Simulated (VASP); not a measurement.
# MgO (P6_3/mmc) in VASP: further runs

Runs on MgO. Level: PBE. Tasks: relaxation of cell and atoms, single point.

Everything below comes from runs of VASP 6.6.1. Logs are shortened: lines on timing, memory, paths and dates and some standing lists are left out, and cuts for length are marked.

**1. The cell of the first run**

Symmetry: P6_3/mmc, No. 194, hexagonal system. The conventional cell has a = 2.961 Å, b = 2.961 Å, c = 29.416 Å, α = 90.00°, β = 90.00°, γ = 120.00°. Mg (site symmetry 3m) has 6 O at 2.09 to 2.10 Å within 2.8 Å. Within 2.8 Å of Mg (site symmetry 3m) lie 6 O at 2.10 Å. Within 2.8 Å of Mg (site symmetry -6m2) lie 6 O at 2.14 Å. Within 2.8 Å of Mg (site symmetry -3m) lie 6 O at 2.10 Å. O (site symmetry 3m) has 6 Mg at 2.10 Å within 2.8 Å. O (site symmetry 3m) has 6 Mg at 2.09 to 2.14 Å and 1 O at 2.58 Å within 2.8 Å. Within 2.8 Å of O (site symmetry 3m) lie 6 Mg at 2.10 Å.

**2. Relaxation of cell and atoms, PBE**

File INCAR:

```
PREC = Accurate
ENCUT = 600
EDIFF = 1E-7
ISMEAR = -1
SIGMA = 0.02
LREAL = False
LASPH = True
NELM = 120
ALGO = Normal
ISIF = 3
LWAVE = False
LCHARG = False
GGA = PE
IBRION = 2
NSW = 80
EDIFFG = -0.005
GGA_COMPAT = False
NELMIN = 4
KPAR = 4
```

File KPOINTS:

```
regular mesh
0
Gamma
  12 12 2
```

File POSCAR:

```
MgO
1.0
    2.9605408588      0.0000000000      0.0000000000
   -1.4802704294      2.5639035926      0.0000000000
    0.0000000000      0.0000000000     29.4156207100
Mg O
12 12
Direct
    0.3333333300      0.6666666700      0.8349988900
    0.6666666700      0.3333333300      0.1650011100
    0.6666666700      0.3333333300      0.3349988900
    0.3333333300      0.6666666700      0.6650011100
    0.3333333300      0.6666666700      0.4174392900
    0.6666666700      0.3333333300      0.5825607100
    0.6666666700      0.3333333300      0.9174392900
    0.3333333300      0.6666666700      0.0825607100
    0.0000000000      0.0000000000      0.2500000000
    0.0000000000      0.0000000000      0.7500000000
    0.0000000000      0.0000000000      0.0000000000
    0.0000000000      0.0000000000      0.5000000000
    0.3333333300      0.6666666700      0.9587451600
    0.6666666700      0.3333333300      0.0412548400
    0.6666666700      0.3333333300      0.4587451600
    0.3333333300      0.6666666700      0.5412548400
    0.3333333300      0.6666666700      0.2060794700
    0.6666666700      0.3333333300      0.7939205300
    0.6666666700      0.3333333300      0.7060794700
    0.3333333300      0.6666666700      0.2939205300
    0.0000000000      0.0000000000      0.1237604800
    0.0000000000      0.0000000000      0.8762395200
    0.0000000000      0.0000000000      0.6237604800
    0.0000000000      0.0000000000      0.3762395200
```

Potentials or basis: VASP PAW PBE potentials, release 64 (Mg, O).

On the command line:

```
> cat potpaw_PBE.64/Mg/POTCAR potpaw_PBE.64/O/POTCAR > POTCAR
> mpirun -np 4 vasp_std > vasp.out
```

OUTCAR:

```text
PREC = Accurate
   ENCUT = 600
   EDIFF = 1E-7
   ISMEAR = -1
   LREAL = False
   LASPH = True
   NELM = 120
   ISIF = 3
   GGA = PE
   IBRION = 2
   NSW = 80
   EDIFFG = -0.005
   NELMIN = 4

 ion  position               nearest neighbor table
   1  0.333  0.667  0.835-  18 2.09  18 2.09  18 2.09  22 2.10  22 2.10  22 2.10   7 2.97   7 2.97
                             7 2.97  10 3.03  10 3.03  10 3.03
   2  0.667  0.333  0.165-  17 2.09  17 2.09  17 2.09  21 2.10  21 2.10  21 2.10   8 2.97   8 2.97
                             8 2.97   9 3.03   9 3.03   9 3.03
   3  0.667  0.333  0.335-  20 2.09  20 2.09  20 2.09  24 2.10  24 2.10  24 2.10   5 2.97   5 2.97
                             5 2.97   9 3.03   9 3.03   9 3.03
   4  0.333  0.667  0.665-  19 2.09  19 2.09  19 2.09  23 2.10  23 2.10  23 2.10   6 2.97   6 2.97
                             6 2.97  10 3.03  10 3.03  10 3.03
   5  0.333  0.667  0.417-  24 2.10  24 2.10  24 2.10  15 2.10  15 2.10  15 2.10   3 2.97   3 2.97
                             3 2.97  12 2.97  12 2.97  12 2.97
   6  0.667  0.333  0.583-  23 2.10  23 2.10  23 2.10  16 2.10  16 2.10  16 2.10   4 2.97   4 2.97
                             4 2.97  12 2.97  12 2.97  12 2.97
   7  0.667  0.333  0.917-  22 2.10  22 2.10  22 2.10  13 2.10  13 2.10  13 2.10   1 2.97   1 2.97
                             1 2.97  11 2.97  11 2.97  11 2.97
   8  0.333  0.667  0.083-  21 2.10  21 2.10  21 2.10  14 2.10  14 2.10  14 2.10   2 2.97   2 2.97
                             2 2.97  11 2.97  11 2.97  11 2.97
   9  0.000  0.000  0.250-  17 2.14  20 2.14  17 2.14  20 2.14  17 2.14  20 2.14   2 3.03   3 3.03
                             2 3.03   3 3.03   2 3.03   3 3.03
  10  0.000  0.000  0.750-  18 2.14  19 2.14  18 2.14  19 2.14  18 2.14  19 2.14   1 3.03   4 3.03
                             1 3.03   4 3.03   1 3.03   4 3.03
  11  0.000  0.000  0.000-  13 2.10  14 2.10  13 2.10  14 2.10  14 2.10  13 2.10   7 2.97   8 2.97
                             8 2.97   7 2.97   8 2.97   7 2.97
  12  0.000  0.000  0.500-  15 2.10  16 2.10  16 2.10  15 2.10  15 2.10  16 2.10   5 2.97   6 2.97
                             5 2.97   6 2.97   5 2.97   6 2.97
  13  0.333  0.667  0.959-  11 2.10  11 2.10  11 2.10   7 2.10   7 2.10   7 2.10
  14  0.667  0.333  0.041-  11 2.10  11 2.10  11 2.10   8 2.10   8 2.10   8 2.10
  15  0.667  0.333  0.459-  12 2.10  12 2.10  12 2.10   5 2.10   5 2.10   5 2.10
  16  0.333  0.667  0.541-  12 2.10  12 2.10  12 2.10   6 2.10   6 2.10   6 2.10
  17  0.333  0.667  0.206-   2 2.09   2 2.09   2 2.09   9 2.14   9 2.14   9 2.14
  18  0.667  0.333  0.794-   1 2.09   1 2.09   1 2.09  10 2.14  10 2.14  10 2.14
  19  0.667  0.333  0.706-   4 2.09   4 2.09   4 2.09  10 2.14  10 2.14  10 2.14
  20  0.333  0.667  0.294-   3 2.09   3 2.09   3 2.09   9 2.14   9 2.14   9 2.14
  21  0.000  0.000  0.124-   8 2.10   8 2.10   8 2.10   2 2.10   2 2.10   2 2.10
  22  0.000  0.000  0.876-   7 2.10   7 2.10   7 2.10   1 2.10   1 2.10   1 2.10
  23  0.000  0.000  0.624-   6 2.10   6 2.10   6 2.10   4 2.10   4 2.10   4 2.10
  24  0.000  0.000  0.376-   5 2.10   5 2.10   5 2.10   3 2.10   3 2.10   3 2.10

  LATTYP: Found a hexagonal cell.
 ALAT       =     2.9605408588
 C/A-ratio  =     9.9358941872

  Lattice vectors:

 A1 = (   2.9605408588,   0.0000000000,   0.0000000000)
 A2 = (  -1.4802704294,   2.5639035926,   0.0000000000)
 A3 = (   0.0000000000,   0.0000000000,  29.4156207100)

Analysis of symmetry for initial positions (statically):
=====================================================================
 Subroutine PRICEL returns:
 Original cell was already a primitive cell.

 Routine SETGRP: Setting up the symmetry group for a
 hexagonal supercell.

 Subroutine GETGRP returns: Found 24 space group operations
 (whereof 12 operations were pure point group operations)
 out of a pool of 24 trial point group operations.

The static configuration has the point symmetry D_3d.
 The point group associated with its full space group is D_6h.

Analysis of symmetry for dynamics (positions and initial velocities):
=====================================================================
 Subroutine PRICEL returns:
 Original cell was already a primitive cell.

 Routine SETGRP: Setting up the symmetry group for a
 hexagonal supercell.

 Subroutine GETGRP returns: Found 24 space group operations
 (whereof 12 operations were pure point group operations)
 out of a pool of 24 trial point group operations.

The dynamic configuration has the point symmetry D_3d.
 The point group associated with its full space group is D_6h.

 Subroutine INISYM returns: Found 24 space group operations
 (whereof 12 operations are pure point group operations),
 and found     1 'primitive' translations

----------------------------------------------------------------------------------------

                                     Primitive cell

  volume of cell :     223.2805

  direct lattice vectors                    reciprocal lattice vectors
     2.960540859  0.000000000  0.000000000     0.337776119  0.195015133  0.000000000
    -1.480270429  2.563903593  0.000000000     0.000000000  0.390030266  0.000000000
     0.000000000  0.000000000 29.415620710     0.000000000  0.000000000  0.033995543

  length of vectors
     2.960540859  2.960540859 29.415620710     0.390030266  0.390030266  0.033995543

  position of ions in fractional coordinates (direct lattice)
     0.333333330  0.666666670  0.834998890
     0.666666670  0.333333330  0.165001110
     0.666666670  0.333333330  0.334998890
     0.333333330  0.666666670  0.665001110
     0.333333330  0.666666670  0.417439290
     0.666666670  0.333333330  0.582560710
[... 16 lines left out ...]
     0.000000000  0.000000000  0.623760480
     0.000000000  0.000000000  0.376239520

  ion indices of the primitive-cell ions
   primitive index   ion index
                 1           1
                 2           2
                 3           3
                 4           4
                 5           5
                 6           6
[... 16 lines left out ...]
                23          23
                24          24

----------------------------------------------------------------------------------------

 KPOINTS: regular mesh

Automatic generation of k-mesh.
 Grid dimensions read from file:
 generate k-points for:   12   12    2

 Generating k-lattice:

  Cartesian coordinates                     Fractional coordinates (reciprocal lattice)
     0.028148010  0.016251261  0.000000000     0.083333333  0.000000000  0.000000000
     0.000000000  0.032502522  0.000000000     0.000000000  0.083333333  0.000000000
     0.000000000  0.000000000  0.016997772     0.000000000  0.000000000  0.500000000

  Length of vectors
     0.032502522  0.032502522  0.016997772

  Shift w.r.t. Gamma in fractional coordinates (k-lattice)
     0.000000000  0.000000000  0.000000000

 Subroutine IBZKPT returns following result:
 ===========================================

 Found     38 irreducible k-points:

 Following reciprocal coordinates:
            Coordinates               Weight
  0.000000  0.000000  0.000000      1.000000
  0.083333  0.000000  0.000000      6.000000
  0.166667  0.000000  0.000000      6.000000
  0.250000  0.000000  0.000000      6.000000
  0.333333  0.000000  0.000000      6.000000
  0.416667  0.000000  0.000000      6.000000
[... 16 lines left out ...]
  0.250000  0.000000  0.500000      6.000000
  0.333333  0.000000  0.500000      6.000000
 [... further k-points ...]
   k-points           NKPTS =     38   k-points in BZ     NKDIM =     38   number of bands    NBANDS=     61
   number of dos      NEDOS =    301   number of ions     NIONS =     24
   total plane-waves  NPLWV = 138240
   dimension x,y,z NGX =    24 NGY =   24 NGZ =  240
   dimension x,y,z NGXF=    48 NGYF=   48 NGZF=  480
   ions per type =              12  12
   NGX,Y,Z   is equivalent  to a cutoff of  13.48, 13.48, 13.56 a.u.
   NGXF,Y,Z  is equivalent  to a cutoff of  26.95, 26.95, 27.13 a.u.
 SYSTEM =  unknown system
   PREC   = accura    normal or accurate (medium, high low for compatibility)
   ISTART =      0    job   : 0-new  1-cont  2-samecut
   ICHARG =      2    charge: 1-file 2-atom 10-const
   ISPIN  =      1    spin polarized calculation?
   LNONCOLLINEAR =      F non collinear calculations
   LSORBIT =      F    spin-orbit coupling
   LASPH  =      T    aspherical Exc in radial PAW
   ENCUT  =  600.0 eV  44.10 Ry    6.64 a.u.   5.91  5.91 58.75*2*pi/ulx,y,z
   NELM   =    120;   NELMIN=  4; NELMDL= -5     # of ELM steps
   EDIFF  = 0.1E-06   stopping-criterion for ELM
   LREAL  =      F    real-space projection
   EDIFFG = -.5E-02   stopping-criterion for IOM
   NSW    =     80    number of steps for IOM
   IBRION =      2    ionic relax: 0-MD 1-quasi-New 2-CG
   NFREE  =      1    steps in history (QN), initial steepest desc. (CG)
   ISIF   =      3    stress and relaxation
   ISYM   =      2    0-nonsym 1-usesym 2-fastsym
   POTIM  = 0.5000    time-step for ionic-motion
   TEBEG  =    0.0;   TEEND  =   0.0 temperature during run
   PSTRESS=    0.0 pullay stress
   NELECT =      96.0000    total number of electrons
   NUPDOWN=      -1.0000    fix difference up-down
   EMIN   =  10.00;   EMAX   =-10.00  energy-range for DOS
   EFERMI =   0.00;   METHOD = LEGACY
   ISMEAR =    -1;   SIGMA  =   0.02  broadening in eV -4-tet -1-fermi 0-gaus
   EFERMI_NEDOS =   21; number of points for ismear=-14 and -15
   IALGO  =     38    algorithm
   IMIX   =      4    mixing-type and parameters
     AMIX     =   0.40;   BMIX     =  1.00
     AMIX_MAG =   1.60;   BMIX_MAG =  1.00
  volume/ion in A,a.u.               =       9.30        62.78
  Fermi-wavevector in a.u.,A,eV,Ry     =   1.235611  2.334966 20.772474  1.526734
  Thomas-Fermi vector in A             =   2.370253
   LORBIT       =      0    0 simple, 1 ext, 2 COOP (PROOUT), +10 PAW based schemes
   GGA     = PE    functional components
   LHFCALC =     F    Hartree Fock is set to
   AEXX    =    0.0000 exact exchange contribution
   IVDW    =     0    specifies the selected vdW correction
   LEPSILON=     F    determine dielectric tensor
   LRPA    =     F    only Hartree local field effects (RPA)
 conjugate gradient relaxation of ions
 non-spin polarized calculation
  energy-cutoff  :      600.00
  volume of cell :      223.28
 maximum number of plane-waves:      7497
 NGX is ok and might be reduce to    24
   NGX = 11   NGY = 11   NGZ =117

--------------------------------------- Ionic step        1  -------------------------------------------

 number of electron      95.9999995 magnetization

 Free energy of the ion-electron system (eV)
  ---------------------------------------------------
  ext. energy  EPLUGINS =         0.00000000
  ---------------------------------------------------
  free energy    TOTEN  =      -141.87671736 eV

  energy without entropy =     -141.87671736  energy(sigma->0) =     -141.87671736

------------------------ aborting loop because EDIFF is reached ----------------------------------------

  FORCE on cell =-STRESS in cart. coord.  units (eV):
  Direction    XX          YY          ZZ          XY          YZ          ZX
  --------------------------------------------------------------------------------------
  -------------------------------------------------------------------------------------
  Total        7.3862531      7.3862531      7.5301955      0.0000000     -0.0000000      0.0000000
  in kB       53.0009921     53.0009921     54.0338694      0.0000000     -0.0000000      0.0000000
  external PRESSURE =      53.3452845 kB  Pullay stress =       0.0000000 kB
[... 333 lines left out ...]
  energy  without entropy=     -141.9988855019  energy(sigma->0) =     -141.99888550

--------------------------------------- Ionic step        7  -------------------------------------------

 number of electron      96.0000030 magnetization

 Free energy of the ion-electron system (eV)
  ---------------------------------------------------
  ext. energy  EPLUGINS =         0.00000000
  ---------------------------------------------------
  free energy    TOTEN  =      -141.99889627 eV

  energy without entropy =     -141.99889627  energy(sigma->0) =     -141.99889627

 E-fermi :   3.5274     XC(G=0): -10.9390

 val. band max:        3.0556217213   @ k =   0.0000   0.0000   0.0000
 cond. band min:       7.1366171808   @ k =   0.0000   0.0000   0.0000
 fundamental gap:      4.0809954596
 Fermi energy:         3.5273881865

 k-point     1 :       0.0000    0.0000    0.0000
  band No.  band energies     occupation
      1     -14.1339      2.00000
      2     -14.0756      2.00000
      3     -14.0498      2.00000
      4     -13.8665      2.00000
      5     -13.8595      2.00000
      6     -13.5782      2.00000
[... 1501 lines left out ...]
     59      12.8534      0.00000
     60      12.8534      0.00000

 [... further k-points ...]

 [bands above 60 left out]

------------------------ aborting loop because EDIFF is reached ----------------------------------------

  FORCE on cell =-STRESS in cart. coord.  units (eV):
  Direction    XX          YY          ZZ          XY          YZ          ZX
  --------------------------------------------------------------------------------------
  -------------------------------------------------------------------------------------
  Total        0.0092034      0.0092034      0.0141797      0.0000000      0.0000000      0.0000000
  in kB        0.0638843      0.0638843      0.0984262      0.0000000      0.0000000      0.0000000
  external PRESSURE =       0.0753982 kB  Pullay stress =       0.0000000 kB
[... 39 lines left out ...]
  FREE ENERGIE OF THE ION-ELECTRON SYSTEM (eV)
  ---------------------------------------------------
  free  energy   TOTEN  =      -141.9988962652 eV

  energy  without entropy=     -141.9988962652  energy(sigma->0) =     -141.99889627

 reached required accuracy - stopping structural energy minimisation
```

Run time: 25 min. Hardware: 4 MPI ranks of Oxide Virtual Turin-like, shared host; peak memory 0.68 GiB.

Results:

```
Free energy                           : -141.9989 eV
Relaxed volume                        : 9.62 Å³/atom
Relaxed cell                          : a = 2.994 Å, b = 2.994 Å, c = 29.740 Å, α = 90.00°, β = 90.00°, γ = 120.00°
Space group after relaxing (to 0.1 Å) : P6_3/mmc (No. 194)
Energy gained by relaxing             : 5.1 meV/atom
Ionic steps                           : 7
Pressure after relaxing               : 0.0 GPa
Largest force after relaxing          : 0.003 eV/Å
Band gap on the k mesh                : 4.08 eV
```

Forces in eV/Å, atoms in the order of the input:
```
Mg   0.000  0.000  0.003
Mg   0.000  0.000 -0.003
Mg   0.000  0.000  0.003
Mg   0.000  0.000 -0.003
Mg   0.000  0.000  0.003
Mg   0.000  0.000 -0.003
Mg   0.000  0.000  0.003
Mg   0.000  0.000 -0.003
Mg   0.000  0.000  0.000
Mg   0.000  0.000  0.000
Mg   0.000  0.000  0.000
Mg   0.000  0.000  0.000
O    0.000  0.000  0.002
O    0.000  0.000 -0.002
O    0.000  0.000  0.002
O    0.000  0.000 -0.002
O    0.000  0.000 -0.002
O    0.000  0.000  0.002
O    0.000  0.000 -0.002
O    0.000  0.000  0.002
O    0.000  0.000 -0.003
O    0.000  0.000  0.003
O    0.000  0.000 -0.003
O    0.000  0.000  0.003
```

The path:
```
step  energy change (eV)  largest force (eV/Å)  pressure (GPa)  volume (Å³)
   1              0.0000                0.0337            5.33       223.28
   2             -0.1085                0.0166           -1.65       233.44
   3             -0.1221                0.0106            0.01       230.81
   4             -0.1221                0.0109           -0.09       230.97
   5             -0.1222                0.0061            0.03       230.79
   6             -0.1222                0.0058            0.01       230.81
   7             -0.1222                0.0033            0.01       230.82
```

Final structure:
```
CELL_PARAMETERS angstrom
2.99364 0.00000 0.00000
-1.49682 2.59257 0.00000
0.00000 0.00000 29.73961
ATOMIC_POSITIONS crystal
Mg 0.33333 0.66667 0.83501
Mg 0.66667 0.33333 0.16499
Mg 0.66667 0.33333 0.33501
Mg 0.33333 0.66667 0.66499
Mg 0.33333 0.66667 0.41749
Mg 0.66667 0.33333 0.58251
Mg 0.66667 0.33333 0.91749
Mg 0.33333 0.66667 0.08251
Mg 0.00000 0.00000 0.25000
Mg 0.00000 0.00000 0.75000
Mg 0.00000 0.00000 0.00000
Mg 0.00000 0.00000 0.50000
O 0.33333 0.66667 0.95874
O 0.66667 0.33333 0.04126
O 0.66667 0.33333 0.45874
O 0.33333 0.66667 0.54126
O 0.33333 0.66667 0.20609
O 0.66667 0.33333 0.79391
O 0.66667 0.33333 0.70609
O 0.33333 0.66667 0.29391
O 0.00000 0.00000 0.12375
O 0.00000 0.00000 0.87625
O 0.00000 0.00000 0.62375
O 0.00000 0.00000 0.37625
```

(Continued in part 2 of 2.)
